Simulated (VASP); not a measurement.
# MgVOF2 (P1) in VASP: single point with PBE

Aim: the single point of MgVOF2 with PBE.

Everything below comes from runs of VASP 6.6.1. Logs are shortened: lines on timing, memory, paths and dates and some standing lists are left out, and cuts for length are marked.

## 1. The cell of the first run

The typed cell holds 5 atoms: a = 3.162 Å, b = 4.124 Å, c = 5.479 Å, α = 112.02°, β = 106.38°, γ = 90.00°.

## 2. Single point, PBE, collinear spin, ferromagnetic start

The input, INCAR:

```
PREC = Accurate
ENCUT = 520
EDIFF = 1E-6
ISMEAR = 0
SIGMA = 0.1
LREAL = F
LASPH = T
NELM = 150
ALGO = Normal
ISIF = 2
LWAVE = F
LCHARG = F
ISPIN = 2
MAGMOM = 0 2 0 0 0
LORBIT = 11
LMAXMIX = 4
GGA = PE
NBANDS = 30
```

The input, KPOINTS:

```
regular mesh
0
Gamma
  6 4 4
```

The input, POSCAR:

```
MgVOF2
1.0
    3.1616227380      0.0000000000      0.0000000000
   -0.0000646805      4.1238400973      0.0000000000
   -1.5455608560     -2.0539687034      4.8385784378
Mg V O F
1 1 1 2
Direct
    0.3289300000      0.3293180000      0.6560300000
    0.9977430000      0.0013330000      0.0014360000
    0.9495800000      0.4521820000      0.9028000000
    0.3393740000      0.8410370000      0.6797900000
    0.6552060000      0.1618430000      0.3224440000
```

Potentials or basis: VASP PAW PBE potentials, release 64 (Mg, V_sv, O, F).

Run with:

```
$ cat potpaw_PBE.64/Mg/POTCAR potpaw_PBE.64/V_sv/POTCAR potpaw_PBE.64/O/POTCAR potpaw_PBE.64/F/POTCAR > POTCAR
$ mpirun -np 1 vasp_std > vasp.out
```

OUTCAR:

```text
PREC = Accurate
   ENCUT = 520
   EDIFF = 1E-6
   ISMEAR = 0
   LREAL = F
   LASPH = T
   NELM = 150
   ISIF = 2
   ISPIN = 2
   LORBIT = 11
   GGA = PE

 ion  position               nearest neighbor table
   1  0.329  0.329  0.656-   3 1.98   3 1.98   4 2.06   4 2.07   5 2.24   5 2.28   2 3.09   2 3.09
                             2 3.09   2 3.09   2 3.17
   2  0.998  0.001  0.001-   3 2.12   3 2.12   5 2.21   4 2.22   5 2.22   4 2.22   1 3.09   1 3.09
                             1 3.09   1 3.09   1 3.17
   3  0.950  0.452  0.903-   1 1.98   1 1.98   2 2.12   2 2.12
   4  0.339  0.841  0.680-   1 2.06   1 2.07   2 2.22   2 2.22
   5  0.655  0.162  0.322-   2 2.21   2 2.22   1 2.24   1 2.28

  LATTYP: Found a triclinic cell.
 ALAT       =     8.0101848657
 B/A-ratio  =     0.5148245848
 C/A-ratio  =     0.3947003460
 COS(alpha) =     0.0000156845
 COS(beta)  =     0.1929656110
 COS(gamma) =     0.7732325580

  Lattice vectors:

 A1 = (  -1.5456902170,   6.1937114912,   4.8385784378)
 A2 = (  -0.0000646805,   4.1238400973,   0.0000000000)
 A3 = (  -3.1616227380,   0.0000000000,   0.0000000000)

Analysis of symmetry for initial positions (statically):
=====================================================================
 Subroutine PRICEL returns:
 Original cell was already a primitive cell.

 Routine SETGRP: Setting up the symmetry group for a
 triclinic supercell.

 Subroutine GETGRP returns: Found  1 space group operations
 (whereof  1 operations were pure point group operations)
 out of a pool of  2 trial point group operations.

The static configuration has the point symmetry C_1 .

Analysis of symmetry for dynamics (positions and initial velocities):
=====================================================================
 Subroutine PRICEL returns:
 Original cell was already a primitive cell.

 Routine SETGRP: Setting up the symmetry group for a
 triclinic supercell.

 Subroutine GETGRP returns: Found  1 space group operations
 (whereof  1 operations were pure point group operations)
 out of a pool of  2 trial point group operations.

The dynamic configuration has the point symmetry C_1 .

Analysis of structural, dynamic, and magnetic symmetry:
=====================================================================
 Subroutine PRICEL returns:
 Original cell was already a primitive cell.

 Routine SETGRP: Setting up the symmetry group for a
 triclinic supercell.

 Subroutine GETGRP returns: Found  1 space group operations
[... 138 lines left out ...]
   LEPSILON=     F    determine dielectric tensor
   LRPA    =     F    only Hartree local field effects (RPA)
 spin polarized calculation
 Gauss-broadening in eV      SIGMA  =   0.10
  energy-cutoff  :      520.00
  volume of cell :       63.09
 maximum number of plane-waves:      1718
   NGX = 11   NGY = 15   NGZ = 21

 number of electron      34.9999995 magnetization       2.9995342

 Free energy of the ion-electron system (eV)
  ---------------------------------------------------
  ext. energy  EPLUGINS =         0.00000000
  ---------------------------------------------------
  free energy    TOTEN  =       -31.25692694 eV

  energy without entropy =      -31.25574566  energy(sigma->0) =      -31.25633630

 E-fermi :   5.3345     XC(G=0):  -9.7779

 val. band max:        5.2833806082   @ k =   0.0000   0.5000  -0.0000
 cond. band min:       5.4789862925   @ k =   0.0000   0.0000   0.0000
 fundamental gap:      0.1956056842
 Fermi energy:         5.3345411461

 spin component 1

 k-point     1 :       0.0000    0.0000    0.0000
  band No.  band energies     occupation
      1     -60.2239      1.00000
      2     -34.2527      1.00000
      3     -34.1953      1.00000
      4     -33.9247      1.00000
      5     -21.4714      1.00000
      6     -20.8676      1.00000
[... 757 lines left out ...]
     28      14.8346      0.00000
     29      16.2013      0.00000

 [... further k-points ...]

 spin component 2

 k-point     1 :       0.0000    0.0000    0.0000
  band No.  band energies     occupation
      1     -57.6273      1.00000
      2     -31.7069      1.00000
      3     -31.6328      1.00000
      4     -31.3358      1.00000
      5     -21.4458      1.00000
      6     -20.8216      1.00000
[... 757 lines left out ...]
     28      15.5015      0.00000
     29      16.8230      0.00000

 [... further k-points ...]

 [bands above 29 left out]

------------------------ aborting loop because EDIFF is reached ----------------------------------------

  FORCE on cell =-STRESS in cart. coord.  units (eV):
  Direction    XX          YY          ZZ          XY          YZ          ZX
  --------------------------------------------------------------------------------------
  -------------------------------------------------------------------------------------
  Total       -0.6145158     -1.6432765     -0.8612294      0.0007029     -0.0055095      0.0098753
  in kB      -15.6068043    -41.7341502    -21.8725689      0.0178520     -0.1399255      0.2508012
  external PRESSURE =     -26.4045078 kB  Pullay stress =       0.0000000 kB

 VOLUME and BASIS-vectors are now :
 -----------------------------------------------------------------------------
  energy-cutoff  :      520.00
  volume of cell :       63.09
      direct lattice vectors                 reciprocal lattice vectors
     3.161622738  0.000000000  0.000000000     0.316293272  0.000004961  0.101033949
    -0.000064681  4.123840097  0.000000000     0.000000000  0.242492429  0.102937643
    -1.545560856 -2.053968703  4.838578438     0.000000000  0.000000000  0.206672272

 POSITION                                       TOTAL-FORCE (eV/Angst)
 -----------------------------------------------------------------------------------
      0.02600      0.01059      3.17425         0.015178     -0.004896     -0.014695
      3.15227      0.00255      0.00695        -0.003017      0.001391     -0.085991
      1.60685      0.01040      4.36827         0.000562      0.001484      0.093475
      0.02226      2.07203      3.28922         0.003877     -0.000252      0.171150
      1.57315      0.00512      1.56017        -0.016600      0.002272     -0.163938
 -----------------------------------------------------------------------------------
    total drift:                               -0.001074      0.000534     -0.000260

  FREE ENERGIE OF THE ION-ELECTRON SYSTEM (eV)
  ---------------------------------------------------
  free  energy   TOTEN  =       -31.2569269416 eV

  energy  without entropy=      -31.2557456630  energy(sigma->0) =      -31.25633630

 total charge

# of ion       s       p       d       tot
------------------------------------------
    1        0.141   0.153   0.070   0.364
    2        2.134   6.103   3.098  11.335
    3        1.545   3.506   0.000   5.051
    4        1.735   4.386   0.000   6.121
    5        1.730   4.361   0.000   6.092
--------------------------------------------------
tot          7.285  18.510   3.168  28.963

 magnetization (x)

# of ion       s       p       d       tot
------------------------------------------
    1        0.003   0.000   0.001   0.005
    2        0.016   0.018   2.608   2.641
    3       -0.000   0.019   0.000   0.019
    4        0.001   0.003   0.000   0.004
    5        0.001   0.015   0.000   0.016
--------------------------------------------------
tot          0.020   0.055   2.609   2.684
```

It took 98 s on 1 thread of Intel Xeon 6975P-C (Granite Rapids), shared host; peak memory 0.31 GiB.

What came out:

* Free energy: -31.2569 eV
* Pressure: -2.6 GPa
* Largest force: 0.171 eV/Å
* Band gap on the k mesh: zero (filled and empty bands overlap)
* Net moment: 3.00 μB per cell
* Site moments: Mg +0.01; V +2.64; O +0.02; F +0.00, +0.02 μB
* Valence electrons inside the program's atomic spheres: Mg 0.36; V 11.34; O 5.05; F 6.12, 6.09

Forces on the atoms (eV/Å):
```
Mg   0.015 -0.005 -0.015
V   -0.003  0.001 -0.086
O    0.001  0.001  0.093
F    0.004  0.000  0.171
F   -0.017  0.002 -0.164
```

Stress tensor (GPa, compression positive):
```
-1.56  0.00  0.03
 0.00 -4.17 -0.01
 0.03 -0.01 -2.19
```

Caveat: the k points lie up to 0.41 Å⁻¹ apart; semilocal functionals often make such compounds metallic where correlation or magnetic order opens a gap, which also shifts bond lengths. With open d or f shells a metallic result of PBE can be an artefact of self-interaction; +U or a hybrid may open a gap.
